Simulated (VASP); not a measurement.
A run of VASP 6.6.1 is set up as follows.

INCAR

```
ALGO = Fast
EDIFF = 1E-6
ENCUT = 520
GGA = PE
ISIF = 2
ISMEAR = 0
ISPIN = 2
LASPH = T
LCHARG = F
LMAXMIX = 4
LORBIT = 11
LREAL = F
LWAVE = F
MAGMOM = 2.44
NBANDS = 14
NELM = 150
PREC = Accurate
SIGMA = 0.15
```

KPOINTS

```
k-points
0
Gamma
  12 12 12
```

File POSCAR:

```
Fe
1.0
   -1.4642739923      1.4642739923      1.3588462649
    1.4642739923     -1.4642739923      1.3588462649
    1.4642739923      1.4642739923     -1.3588462649
Fe
1
Direct
    0.0000000000      0.0000000000      0.0000000000
```

Potentials or basis: VASP PAW PBE potentials, release 64 (Fe).

Launch:

```bash
$ cat potpaw_PBE.64/Fe/POTCAR > POTCAR
$ mpirun -np 1 vasp_std > vasp.out
```

Task: What does it give for the pressure?

Result: -3.8 GPa.

Task: What does it give for the site moments?

Result: Fe +2.27 μB.

Stress tensor (GPa, compression positive):
```
-7.24  0.00  0.00
 0.00 -7.24  0.00
 0.00  0.00  2.96
```
